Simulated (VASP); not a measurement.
# ZnS (R3m) in VASP: a series of runs

ZnS is run at these levels: PBE; tasks: single point.

Program: VASP 6.6.1. These are calculated values, not measurements. Logs are shortened: lines on timing, memory, paths and dates and some standing lists are left out, and cuts for length are marked.

## (1) The cell of the first run

Symmetry: R3m, No. 160, trigonal system. The conventional cell has a = 3.849 Å, b = 3.849 Å, c = 9.428 Å, α = 90.00°, β = 90.00°, γ = 120.00°. Zn (site symmetry 3m) has 4 S at 2.24 to 2.86 Å within 3.0 Å. Within 3.0 Å of S (site symmetry 3m) lie 4 Zn at 2.24 to 2.86 Å.

## (2) Single point, PBE

INCAR reads:

```
ALGO     = Normal         # electronic algorithm
EDIFF    = 1E-6           # SCF threshold, eV
ENCUT    = 520            # plane-wave cutoff, eV
GGA      = PE             # functional
ISIF     = 2              # what is computed and relaxed
ISMEAR   = 0              # smearing method
LASPH    = True           # aspherical terms in the spheres
LCHARG   = True           # write CHGCAR
LELF     = True           # ELF
LREAL    = False          # projectors in reciprocal space
LVHAR    = True         
LWAVE    = False          # write WAVECAR
NBANDS   = 16             # bands
NELM     = 60             # most SCF steps
PREC     = Accurate       # precision mode
SIGMA    = 0.05           # smearing width, eV
```

KPOINTS reads:

```
k-points
0
Gamma
  8 8 8
```

POSCAR reads:

```
ZnS
1.0
    0.0000000000      2.7215639840      2.7215639840
    2.7215639840      0.0000000000      2.7215639840
    2.7215639840      2.7215639840      0.0000000000
Zn S
1 1
Direct
    0.0000000000      0.0000000000      0.0000000000
    0.9091043622      0.6969652126      0.6969652126
```

Potentials or basis: VASP PAW PBE potentials, release 64 (Zn, S).

Run with:

```sh
$ cat potpaw_PBE.64/Zn/POTCAR potpaw_PBE.64/S/POTCAR > POTCAR
$ mpirun -np 1 vasp_std > vasp.out
```

OUTCAR:

```text
EDIFF = 1E-6
   ENCUT = 520
   GGA = PE
   ISIF = 2
   ISMEAR = 0
   LASPH = True
   LREAL = False
   NELM = 60
   PREC = Accurate

 ion  position               nearest neighbor table
   1  0.000  0.000  0.000-   2 2.24   2 2.24   2 2.24   2 2.86
   2  0.909  0.697  0.697-   1 2.24   1 2.24   1 2.24   1 2.86

  LATTYP: Found a face centered cubic cell.
 ALAT       =     5.4431279680

  Lattice vectors:

 A1 = (   0.0000000000,   2.7215639840,   2.7215639840)
 A2 = (   2.7215639840,   0.0000000000,   2.7215639840)
 A3 = (   2.7215639840,   2.7215639840,   0.0000000000)

Analysis of symmetry for initial positions (statically):
=====================================================================
 Subroutine PRICEL returns:
 Original cell was already a primitive cell.

 Routine SETGRP: Setting up the symmetry group for a
 face centered cubic supercell.

 Subroutine GETGRP returns: Found  6 space group operations
 (whereof  6 operations were pure point group operations)
 out of a pool of 48 trial point group operations.

The static configuration has the point symmetry C_3v.

Analysis of symmetry for dynamics (positions and initial velocities):
=====================================================================
 Subroutine PRICEL returns:
 Original cell was already a primitive cell.

 Routine SETGRP: Setting up the symmetry group for a
 face centered cubic supercell.

 Subroutine GETGRP returns: Found  6 space group operations
 (whereof  6 operations were pure point group operations)
 out of a pool of 48 trial point group operations.

The dynamic configuration has the point symmetry C_3v.

 Subroutine INISYM returns: Found  6 space group operations
 (whereof  6 operations are pure point group operations),
 and found     1 'primitive' translations

----------------------------------------------------------------------------------------

                                     Primitive cell

  volume of cell :      40.3168

  direct lattice vectors                    reciprocal lattice vectors
     0.000000000  2.721563984  2.721563984    -0.183717893  0.183717893  0.183717893
     2.721563984  0.000000000  2.721563984     0.183717893 -0.183717893  0.183717893
     2.721563984  2.721563984  0.000000000     0.183717893  0.183717893 -0.183717893

  length of vectors
     3.848872697  3.848872697  3.848872697     0.318208724  0.318208724  0.318208724

  position of ions in fractional coordinates (direct lattice)
     0.000000000  0.000000000  0.000000000
     0.909104362  0.696965213  0.696965213

  ion indices of the primitive-cell ions
   primitive index   ion index
                 1           1
                 2           2

----------------------------------------------------------------------------------------

 KPOINTS: k-points

Automatic generation of k-mesh.
 Grid dimensions read from file:
 generate k-points for:    8    8    8

 Generating k-lattice:

  Cartesian coordinates                     Fractional coordinates (reciprocal lattice)
    -0.022964737  0.022964737  0.022964737     0.125000000  0.000000000  0.000000000
     0.022964737 -0.022964737  0.022964737     0.000000000  0.125000000  0.000000000
     0.022964737  0.022964737 -0.022964737     0.000000000  0.000000000  0.125000000

  Length of vectors
     0.039776091  0.039776091  0.039776091

  Shift w.r.t. Gamma in fractional coordinates (k-lattice)
     0.000000000  0.000000000  0.000000000

 Subroutine IBZKPT returns following result:
 ===========================================

 Found     65 irreducible k-points:

 Following reciprocal coordinates:
            Coordinates               Weight
  0.000000  0.000000  0.000000      1.000000
  0.125000  0.000000  0.000000      2.000000
  0.000000  0.125000  0.000000      6.000000
  0.250000  0.000000  0.000000      2.000000
  0.000000  0.250000  0.000000      6.000000
  0.375000  0.000000  0.000000      2.000000
[... 16 lines left out ...]
 -0.250000  0.125000  0.000000      6.000000
  0.000000 -0.250000  0.125000     12.000000
 [... further k-points ...]
   k-points           NKPTS =     65   k-points in BZ     NKDIM =     65   number of bands    NBANDS=     16
   number of dos      NEDOS =    301   number of ions     NIONS =      2
   total plane-waves  NPLWV =  27000
   dimension x,y,z NGX =    30 NGY =   30 NGZ =   30
   dimension x,y,z NGXF=    60 NGYF=   60 NGZF=   60
   ions per type =               1   1
   NGX,Y,Z   is equivalent  to a cutoff of  12.96, 12.96, 12.96 a.u.
   NGXF,Y,Z  is equivalent  to a cutoff of  25.92, 25.92, 25.92 a.u.
 SYSTEM =  unknown system
   PREC   = accura    normal or accurate (medium, high low for compatibility)
   ISTART =      0    job   : 0-new  1-cont  2-samecut
   ICHARG =      2    charge: 1-file 2-atom 10-const
   ISPIN  =      1    spin polarized calculation?
   LNONCOLLINEAR =      F non collinear calculations
   LSORBIT =      F    spin-orbit coupling
   LASPH  =      T    aspherical Exc in radial PAW
   ENCUT  =  520.0 eV  38.22 Ry    6.18 a.u.   7.16  7.16  7.16*2*pi/ulx,y,z
   NELM   =     60;   NELMIN=  2; NELMDL= -5     # of ELM steps
   EDIFF  = 0.1E-05   stopping-criterion for ELM
   LREAL  =      F    real-space projection
   EDIFFG = 0.1E-04   stopping-criterion for IOM
   NSW    =      0    number of steps for IOM
   IBRION =     -1    ionic relax: 0-MD 1-quasi-New 2-CG
   NFREE  =      0    steps in history (QN), initial steepest desc. (CG)
   ISIF   =      2    stress and relaxation
   ISYM   =      2    0-nonsym 1-usesym 2-fastsym
   POTIM  = 0.5000    time-step for ionic-motion
   TEBEG  =    0.0;   TEEND  =   0.0 temperature during run
   PSTRESS=    0.0 pullay stress
   NELECT =      18.0000    total number of electrons
   NUPDOWN=      -1.0000    fix difference up-down
   EMIN   =  10.00;   EMAX   =-10.00  energy-range for DOS
   EFERMI =   0.00;   METHOD = LEGACY
   ISMEAR =     0;   SIGMA  =   0.05  broadening in eV -4-tet -1-fermi 0-gaus
   EFERMI_NEDOS =   21; number of points for ismear=-14 and -15
   IALGO  =     38    algorithm
   IMIX   =      4    mixing-type and parameters
     AMIX     =   0.40;   BMIX     =  1.00
     AMIX_MAG =   1.60;   BMIX_MAG =  1.00
  volume/ion in A,a.u.               =      20.16       136.04
  Fermi-wavevector in a.u.,A,eV,Ry     =   1.251230  2.364482 21.300959  1.565576
  Thomas-Fermi vector in A             =   2.385187
   LORBIT       =      0    0 simple, 1 ext, 2 COOP (PROOUT), +10 PAW based schemes
   GGA     = PE    functional components
   LHFCALC =     F    Hartree Fock is set to
   AEXX    =    0.0000 exact exchange contribution
   IVDW    =     0    specifies the selected vdW correction
   LEPSILON=     F    determine dielectric tensor
   LRPA    =     F    only Hartree local field effects (RPA)
 non-spin polarized calculation
 Gauss-broadening in eV      SIGMA  =   0.05
  energy-cutoff  :      520.00
  volume of cell :       40.32
 maximum number of plane-waves:      1106
 NGX is ok and might be reduce to    30
   NGX = 15   NGY = 15   NGZ = 15

 number of electron      18.0000009 magnetization

 Free energy of the ion-electron system (eV)
  ---------------------------------------------------
  ext. energy  EPLUGINS =         0.00000000
  ---------------------------------------------------
  free energy    TOTEN  =        -6.54248804 eV

  energy without entropy =       -6.54248804  energy(sigma->0) =       -6.54248804

 E-fermi :   2.1584     XC(G=0):  -9.5338

 val. band max:        1.9016365857   @ k =   0.0000   0.0000   0.0000
 cond. band min:       3.9681382681   @ k =   0.0000   0.0000   0.0000
 fundamental gap:      2.0665016825
 Fermi energy:         2.1584055774

 k-point     1 :       0.0000    0.0000    0.0000
  band No.  band energies     occupation
      1     -11.1882      2.00000
      2      -4.7325      2.00000
      3      -4.7325      2.00000
      4      -4.2065      2.00000
      5      -4.0983      2.00000
      6      -4.0983      2.00000
[... 8 lines left out ...]
     15      13.4894      0.00000
     16      13.4894      0.00000

 k-point     2 :       0.1250    0.0000    0.0000
  band No.  band energies     occupation
      1     -11.0931      2.00000
      2      -4.7313      2.00000
      3      -4.7313      2.00000
      4      -4.1939      2.00000
      5      -4.0935      2.00000
      6      -4.0935      2.00000
[... 8 lines left out ...]
     15      13.1863      0.00000
     16      14.1760      0.00000

 k-point     3 :       0.0000    0.1250    0.0000
  band No.  band energies     occupation
      1     -11.0702      2.00000
      2      -4.7372      2.00000
      3      -4.6886      2.00000
      4      -4.2032      2.00000
      5      -4.1040      2.00000
      6      -4.0981      2.00000
[... 8 lines left out ...]
     15      12.8681      0.00000
     16      14.0321      0.00000

 k-point     4 :       0.2500    0.0000    0.0000
  band No.  band energies     occupation
      1     -10.8489      2.00000
      2      -4.7304      2.00000
      3      -4.7304      2.00000
      4      -4.1296      2.00000
      5      -4.0794      2.00000
      6      -4.0794      2.00000
[... 8 lines left out ...]
     15      13.3129      0.00000
     16      13.7389      0.00000
[... 324 lines left out ...]
 k-point    22 :       0.1250    0.0000   -0.3750
  band No.  band energies     occupation
      1     -10.2879      2.00000
      2      -4.5985      2.00000
      3      -4.4525      2.00000
      4      -4.2268      2.00000
      5      -4.1244      2.00000
      6      -3.9239      2.00000
[... 8 lines left out ...]
     15      14.1710      0.00000
     16      16.2626      0.00000

 k-point    23 :      -0.2500    0.1250    0.0000
  band No.  band energies     occupation
      1     -10.6660      2.00000
      2      -4.7365      2.00000
      3      -4.6827      2.00000
      4      -4.1528      2.00000
      5      -4.0924      2.00000
      6      -3.9988      2.00000
[... 8 lines left out ...]
     15      14.4587      0.00000
     16      15.1897      0.00000

 k-point    24 :       0.0000   -0.2500    0.1250
  band No.  band energies     occupation
      1     -10.5518      2.00000
      2      -4.6692      2.00000
      3      -4.4838      2.00000
      4      -4.2148      2.00000
      5      -4.1138      2.00000
      6      -4.0800      2.00000
[... 8 lines left out ...]
     15      13.8518      0.00000
     16      14.7711      0.00000

 [... further k-points ...]

------------------------ aborting loop because EDIFF is reached ----------------------------------------

  FORCE on cell =-STRESS in cart. coord.  units (eV):
  Direction    XX          YY          ZZ          XY          YZ          ZX
  --------------------------------------------------------------------------------------
  -------------------------------------------------------------------------------------
  Total        0.8979659      0.8979659      0.8979659      0.4695004     -0.4695004      0.4695004
  in kB       35.6849243     35.6849243     35.6849243     18.6578201    -18.6578201     18.6578201
  external PRESSURE =      35.6849243 kB  Pullay stress =       0.0000000 kB

 VOLUME and BASIS-vectors are now :
 -----------------------------------------------------------------------------
  energy-cutoff  :      520.00
  volume of cell :       40.32
      direct lattice vectors                 reciprocal lattice vectors
     0.000000000  2.721563984  2.721563984    -0.183717893  0.183717893  0.183717893
     2.721563984  0.000000000  2.721563984     0.183717893 -0.183717893  0.183717893
     2.721563984  2.721563984  0.000000000     0.183717893  0.183717893 -0.183717893

 POSITION                                       TOTAL-FORCE (eV/Angst)
 -----------------------------------------------------------------------------------
      0.00000      0.00000      0.00000        -0.422132      0.422132      0.422132
      3.79367      4.37102      4.37102         0.422132     -0.422132     -0.422132
 -----------------------------------------------------------------------------------
    total drift:                                0.000068     -0.000071     -0.000071

  FREE ENERGIE OF THE ION-ELECTRON SYSTEM (eV)
  ---------------------------------------------------
  free  energy   TOTEN  =        -6.5424880444 eV

  energy  without entropy=       -6.5424880444  energy(sigma->0) =       -6.54248804
```

Wall time 65 s (1 thread of Intel Xeon 8259CL, shared host); peak memory 0.19 GiB.

Results:

| Property | Result |
| --- | --- |
| Free energy | -6.5425 eV |
| Pressure | 3.6 GPa |
| Largest force | 0.731 eV/Å |
| Band gap on the k mesh | 2.07 eV |

Forces on the atoms (eV/Å):
```
Zn  -0.422  0.422  0.422
S    0.422 -0.422 -0.422
```

Caveat: the cell differs from its parent crystal (all S atoms moved -0.500 Å, as atom 2 towards its neighbour atom 1 (Zn) at 2.357 Å); the cell stands under pressure.

## (3) Single point, PBE

INCAR reads:

```
SYSTEM = ZnS
PREC = Accurate ; ENCUT = 520
EDIFF = 1E-7 ; ISMEAR = 0
SIGMA = 0.05 ; LREAL = .FALSE.
LASPH = .TRUE. ; NELM = 100
ALGO = Normal ; ISIF = 2
LWAVE = .FALSE. ; LCHARG = .FALSE.
GGA = PE ; NBANDS = 16
```

KPOINTS reads:

```
Automatic mesh
0
G
  8 8 8
  0 0 0
```

POSCAR: that of step 2 with these lines changed.

```diff
@@ -9,2 +9,2 @@
     0.0000000000      0.0000000000      0.0000000000
-    0.9091043622      0.6969652126      0.6969652126
+    0.6306717283      0.7897760906      0.7897760906
```

Potentials or basis: VASP PAW PBE potentials, release 64 (Zn, S).

Run with:

```sh
$ cat potpaw_PBE.64/Zn/POTCAR potpaw_PBE.64/S/POTCAR > POTCAR
$ mpirun -np 1 vasp_std > vasp.out
```

OUTCAR:

```text
SYSTEM = ZnS
   PREC = Accurate
   ENCUT = 520
   EDIFF = 1E-7
   ISMEAR = 0
   LREAL = .FALSE.
   LASPH = .TRUE.
   NELM = 100
   ISIF = 2
   GGA = PE

 ion  position               nearest neighbor table
   1  0.000  0.000  0.000-   2 1.98   2 2.51   2 2.51   2 2.51
   2  0.631  0.790  0.790-   1 1.98   1 2.51   1 2.51   1 2.51

  LATTYP: Found a face centered cubic cell.
 ALAT       =     5.4431279680

  Lattice vectors:

 A1 = (   0.0000000000,   2.7215639840,   2.7215639840)
 A2 = (   2.7215639840,   0.0000000000,   2.7215639840)
 A3 = (   2.7215639840,   2.7215639840,   0.0000000000)

Analysis of symmetry for initial positions (statically):
=====================================================================
 Subroutine PRICEL returns:
 Original cell was already a primitive cell.

 Routine SETGRP: Setting up the symmetry group for a
 face centered cubic supercell.

 Subroutine GETGRP returns: Found  6 space group operations
 (whereof  6 operations were pure point group operations)
 out of a pool of 48 trial point group operations.

The static configuration has the point symmetry C_3v.

Analysis of symmetry for dynamics (positions and initial velocities):
[... 163 lines left out ...]
 cond. band min:       3.9800641187   @ k =   0.0000   0.0000   0.0000
 fundamental gap:      1.8971763773
 Fermi energy:         2.3776816711

 k-point     1 :       0.0000    0.0000    0.0000
  band No.  band energies     occupation
      1     -11.2909      2.00000
      2      -4.9687      2.00000
      3      -4.5912      2.00000
      4      -4.5912      2.00000
      5      -4.1792      2.00000
      6      -4.1792      2.00000
[... 433 lines left out ...]
      3      -4.6009      2.00000
      4      -4.4888      2.00000
      5      -4.1712      2.00000
      6      -4.1101      2.00000
[... 8 lines left out ...]
     15      14.4899      0.00000
     16      15.1424      0.00000

 [... further k-points ...]

------------------------ aborting loop because EDIFF is reached ----------------------------------------

  FORCE on cell =-STRESS in cart. coord.  units (eV):
  Direction    XX          YY          ZZ          XY          YZ          ZX
  --------------------------------------------------------------------------------------
  -------------------------------------------------------------------------------------
  Total        1.8927376      1.8927376      1.8927376     -2.6221856      2.6221856     -2.6221856
  in kB       75.2168854     75.2168854     75.2168854   -104.2049540    104.2049540   -104.2049540
  external PRESSURE =      75.2168854 kB  Pullay stress =       0.0000000 kB

 VOLUME and BASIS-vectors are now :
 -----------------------------------------------------------------------------
  energy-cutoff  :      520.00
  volume of cell :       40.32
      direct lattice vectors                 reciprocal lattice vectors
     0.000000000  2.721563984  2.721563984    -0.183717893  0.183717893  0.183717893
     2.721563984  0.000000000  2.721563984     0.183717893 -0.183717893  0.183717893
     2.721563984  2.721563984  0.000000000     0.183717893  0.183717893 -0.183717893

 POSITION                                       TOTAL-FORCE (eV/Angst)
 -----------------------------------------------------------------------------------
      0.00000      0.00000      0.00000         2.795067     -2.795067     -2.795067
      4.29885      3.86584      3.86584        -2.795067      2.795067      2.795067
 -----------------------------------------------------------------------------------
    total drift:                               -0.000039      0.000031      0.000031

  FREE ENERGIE OF THE ION-ELECTRON SYSTEM (eV)
  ---------------------------------------------------
  free  energy   TOTEN  =        -6.1634922010 eV

  energy  without entropy=       -6.1634922010  energy(sigma->0) =       -6.16349220
```

stdout:

```text
POSCAR found type information on POSCAR ZnS
 POSCAR found :  2 types and       2 ions
 scaLAPACK will be used
 LDA part: xc-table for (Slater+PW92), standard interpolation
 POSCAR, INCAR and KPOINTS ok, starting setup
 FFT: planning ... GRIDC
 FFT: planning ... GRID_SOFT
 FFT: planning ... GRID
 WAVECAR not read
 entering main loop
```

Run time: 85 s. Hardware: 1 thread of Intel Xeon 8259CL, shared host; peak memory 0.19 GiB.

What came out:

- Free energy: -6.1635 eV
- Pressure: 7.5 GPa
- Largest force: 4.841 eV/Å
- Band gap on the k mesh: 1.90 eV

Forces on the atoms (eV/Å):
```
Zn   2.795 -2.795 -2.795
S   -2.795  2.795  2.795
```

Stress tensor (GPa, compression positive):
```
  7.52 -10.42 -10.42
-10.42   7.52  10.42
-10.42  10.42   7.52
```

Caveat: the cell differs from its parent crystal (all S atoms moved +0.375 Å, as atom 2 towards its neighbour atom 1 (Zn) at 2.357 Å); the cell stands under pressure; forces of over 1 eV/Å act on the atoms, so gaps and moduli don't describe the material at rest.

(Continued in part 2 of 2.)
